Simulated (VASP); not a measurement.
# HOs12 (a cell with a defect) in VASP: further runs, part 2 of 2

VASP 6.6.1. The steps go on from the part before.

### Step 3. Single point, PBE

The input, INCAR:

```
SYSTEM = HOs12
ALGO     = Normal         ! electronic algorithm
EDIFF    = 1E-6           ! SCF threshold, eV
ENCUT    = 520            ! plane-wave cutoff, eV
GGA      = PE             ! functional
ISIF     = 2              ! what is computed and relaxed
ISMEAR   = -1             ! smearing method
LASPH    = .True.         ! aspherical terms in the spheres
LCHARG   = .False.        ! write CHGCAR
LREAL    = .False.        ! projectors in reciprocal space
LWAVE    = .False.        ! write WAVECAR
NBANDS   = 60             ! bands
NELM     = 100            ! most SCF steps
PREC     = Accurate       ! precision mode
SIGMA    = 0.05           ! smearing width, eV
```

The input, KPOINTS:

```
k-points
0
Gamma
  2 2 3
  0 0 0
```

The input, POSCAR:

```
HOs12
1.0
    5.4800000000      0.0000000000      0.0000000000
   -4.1100000000      7.1187290000      0.0000000000
    0.0000000000      0.0000000000      4.3264600000
Os H
12 1
Direct
   -0.0369265143     -0.0074591967      0.0209409078
    0.1780844292      0.2247451757      0.4897999750
   -0.0125125783      0.3453846888      0.0252862617
    0.1836512251      0.5593695167      0.5010331772
   -0.0214088076      0.6674646556      0.0098463871
    0.1527850579      0.8842730212      0.4667095038
    0.4975899053      0.0089763215     -0.0080435275
    0.6629448138      0.1957512359      0.4894763849
    0.5141260152      0.3411704533      0.0177050059
    0.6682862580      0.5403914098      0.5239618533
    0.5347311315      0.6790818979     -0.0045764898
    0.6769967960      0.8980395236      0.4787054543
    0.2517376263      0.0591538180      0.8448015236
```

Potentials or basis: VASP PAW PBE potentials, release 64 (Os, H).

Launch:

```sh
> cat potpaw_PBE.64/Os/POTCAR potpaw_PBE.64/H/POTCAR > POTCAR
> mpirun -np 1 vasp_std > vasp.out
```

OUTCAR:

```text
SYSTEM = HOs12
   EDIFF = 1E-6
   ENCUT = 520
   GGA = PE
   ISIF = 2
   ISMEAR = -1
   LASPH = .True.
   LREAL = .False.
   NELM = 100
   PREC = Accurate

 ion  position               nearest neighbor table
   1  0.963  0.993  0.021-  13 1.59  12 2.40  11 2.47   6 2.55   7 2.62   2 2.63  12 2.71   5 2.72
                             3 2.84   2 2.84   7 2.87   6 2.92   9 2.95
   2  0.178  0.225  0.490-   9 2.59   1 2.63  10 2.65   3 2.67   8 2.71  12 2.72   6 2.73   4 2.74
                             8 2.78   9 2.79   1 2.84   3 2.91
   3  0.987  0.345  0.025-   8 2.55   4 2.57   9 2.58   5 2.67   2 2.67   7 2.73   4 2.74   8 2.80
                             1 2.84  11 2.88   9 2.90   2 2.91
   4  0.184  0.559  0.501-   3 2.57  11 2.71   2 2.74  10 2.74   3 2.74  12 2.75  11 2.75   5 2.75
                            10 2.75   6 2.76   5 2.81   8 2.92
   5  0.979  0.667  0.010-  11 2.48   6 2.51  10 2.57   9 2.62   3 2.67  10 2.67   1 2.72   4 2.75
                             4 2.81   6 2.81   7 2.83  11 3.00
[... 719 lines left out ...]

  FORCE on cell =-STRESS in cart. coord.  units (eV):
  Direction    XX          YY          ZZ          XY          YZ          ZX
  --------------------------------------------------------------------------------------
  -------------------------------------------------------------------------------------
  Total       22.2706605     23.2665839     26.4091810      2.4273266     -0.2070675     -3.0401843
  in kB      211.4111883    220.8653020    250.6973846     23.0421547     -1.9656525    -28.8598976
  external PRESSURE =     227.6579583 kB  Pullay stress =       0.0000000 kB

 VOLUME and BASIS-vectors are now :
 -----------------------------------------------------------------------------
  energy-cutoff  :      520.00
  volume of cell :      168.78
      direct lattice vectors                 reciprocal lattice vectors
     5.480000000  0.000000000  0.000000000     0.182481752  0.105355886  0.000000000
    -4.110000000  7.118729000  0.000000000     0.000000000  0.140474514  0.000000000
     0.000000000  0.000000000  4.326460000     0.000000000  0.000000000  0.231135848

 POSITION                                       TOTAL-FORCE (eV/Angst)
 -----------------------------------------------------------------------------------
      1.19830      7.06563      0.09060         0.144965      1.650311     -2.291916
      0.05220      1.59990      2.11910        -0.887247     -0.234145      1.002569
      3.99190      2.45870      0.10940         2.645654     -0.398928     -2.014159
     -1.29260      3.98200      2.16770        -0.934520      0.334353      0.807760
      2.61940      4.75150      0.04260         3.123447     -0.541590     -1.013361
     -2.79710      6.29490      2.01920         1.114045      0.377596      2.289484
      2.68990      0.06390      4.29166         1.611265     -2.052877      0.513367
      2.82840      1.39350      2.11770        -2.201145      3.691844      1.078560
      1.41520      2.42870      0.07660        -0.478709      0.161199     -0.495087
      1.44120      3.84690      2.26690        -0.497299      1.073325     -1.131807
      0.13930      4.83420      4.30666        -3.388891     -2.364207     -0.648247
      0.01900      6.39290      2.07110        -1.642134     -2.973433      3.501945
      1.13640      0.42110      3.65500         1.390568      1.276552     -1.599107
 -----------------------------------------------------------------------------------
    total drift:                                0.000218     -0.000080     -0.000040

  FREE ENERGIE OF THE ION-ELECTRON SYSTEM (eV)
  ---------------------------------------------------
  free  energy   TOTEN  =      -134.1571552784 eV

  energy  without entropy=     -134.0832126550  energy(sigma->0) =     -134.12018397
```

stdout:

```text
POSCAR found type information on POSCAR OsH
 POSCAR found :  2 types and      13 ions
 scaLAPACK will be used
 LDA part: xc-table for (Slater+PW92), standard interpolation
 POSCAR, INCAR and KPOINTS ok, starting setup
 FFT: planning ... GRIDC
 FFT: planning ... GRID_SOFT
 FFT: planning ... GRID
 WAVECAR not read
 entering main loop
```

Wall time 2.4 min (1 thread of Oxide Virtual Turin-like, shared host); peak memory 0.26 GiB.

Results:

```
Free energy   : -134.1572 eV
Pressure      : 22.8 GPa
Largest force : 4.879 eV/Å
```

Forces in eV/Å, atoms in the order of the input:
```
Os   0.145  1.650 -2.292
Os  -0.887 -0.234  1.003
Os   2.646 -0.399 -2.014
Os  -0.935  0.334  0.808
Os   3.123 -0.542 -1.013
Os   1.114  0.378  2.289
Os   1.611 -2.053  0.513
Os  -2.201  3.692  1.079
Os  -0.479  0.161 -0.495
Os  -0.497  1.073 -1.132
Os  -3.389 -2.364 -0.648
Os  -1.642 -2.973  3.502
H    1.391  1.277 -1.599
```

Stress tensor (GPa, compression positive):
```
21.14  2.30 -2.89
 2.30 22.09 -0.20
-2.89 -0.20 25.07
```

Levels at points of the mesh, in eV from the Fermi level:
```
           k point  band 46  band 47  band 48  band 49  band 50  band 51  band 52  band 53
(0.00, 0.00, 0.00)    -0.11     0.24     0.26     0.52     0.59     0.73     0.89     1.12
(0.50, 0.00, 0.00)    -0.73    -0.64    -0.39    -0.25    -0.16    -0.07     0.23     0.69
(0.00, 0.50, 0.00)    -1.42    -1.20    -1.06     0.76     0.89     1.59     1.70     1.78
(0.50, 0.50, 0.00)    -1.15    -0.73    -0.58    -0.42    -0.14     0.10     0.51     1.00
```

Caveat: the k points lie up to 0.66 Å⁻¹ apart; spin-orbit coupling is left out, which moves the levels of the heavy elements.

### Step 4. Single point, PBE

The input, INCAR:

```
PREC = Accurate
ENCUT = 520
EDIFF = 1E-7
ISMEAR = -1
SIGMA = 0.05
LREAL = F
LASPH = T
NELM = 80
ALGO = Normal
ISIF = 2
LWAVE = F
LCHARG = F
GGA = PE
NBANDS = 60
```

The input, KPOINTS:

```
Automatic mesh
0
Gamma
  2 2 3
```

The input, POSCAR:

```
HOs12
1.0
    5.4800000000      0.0000000000      0.0000000000
   -4.1100000000      7.1187290000      0.0000000000
    0.0000000000      0.0000000000      4.3264600000
Os H
12 1
Direct
   -0.0235772504     -0.0010957012      0.0193229569
    0.1403598414      0.2019883044      0.4938217388
    0.0227639275      0.3491353583     -0.0465045326
    0.1761990279      0.5645670737      0.4948618501
    0.0071965931      0.6762864551      0.0098926143
    0.1836771410      0.8982361879      0.5200556575
    0.4924830764      0.0049166080      0.0079510732
    0.6782050728      0.2119619949      0.5020732886
    0.5080312223      0.3577885884      0.0196696606
    0.6618877392      0.5358259880      0.5196627266
    0.5056365407      0.6639387452     -0.0255405112
    0.6448269064      0.8731755346      0.4962024380
    0.3746578226      0.1422444934      0.7233165221
```

Launch:

```sh
> cat potpaw_PBE.64/Os/POTCAR potpaw_PBE.64/H/POTCAR > POTCAR
> mpirun -np 1 vasp_std > vasp.out
```

Wall time 1.8 min (1 thread of Oxide Virtual Turin-like, shared host); peak memory 0.26 GiB.

The run converged. Its results:

| Item | Value |
| --- | --- |
| Free energy | -134.8681 eV |
| Pressure | 19.5 GPa |
| Largest force | 3.987 eV/Å |

Forces in eV/Å, atoms in the order of the input:
```
Os   1.180 -0.291 -1.332
Os   0.466  2.460 -0.048
Os  -0.998 -0.735  3.789
Os  -0.219 -1.358 -0.604
Os  -0.135 -0.870 -0.527
Os  -1.696 -2.012 -1.547
Os   1.530 -0.182  0.604
Os  -0.885  0.980 -1.356
Os   1.872 -3.374 -0.022
Os  -0.497  2.868 -1.281
Os  -0.520  0.803  2.137
Os   0.461  1.731 -0.412
H   -0.558 -0.020  0.596
```

Stress tensor (GPa, compression positive):
```
13.94  0.27  0.70
 0.27 22.67  0.52
 0.70  0.52 21.92
```

Levels at points of the mesh, in eV from the Fermi level:
```csv
k point,band 47,band 48,band 49,band 50,band 51,band 52
"(0.00, 0.00, 0.00)",0.12,0.46,0.61,0.62,0.67,0.84
"(0.50, 0.00, 0.00)",-0.78,-0.47,-0.38,-0.24,-0.05,0.24
"(0.00, 0.50, 0.00)",-1.24,-1.16,0.51,0.74,1.25,1.65
"(0.50, 0.50, 0.00)",-0.69,-0.60,-0.43,-0.16,0.07,0.34
```

Caveat: the k points lie up to 0.66 Å⁻¹ apart; spin-orbit coupling is left out, which moves the levels of the heavy elements.
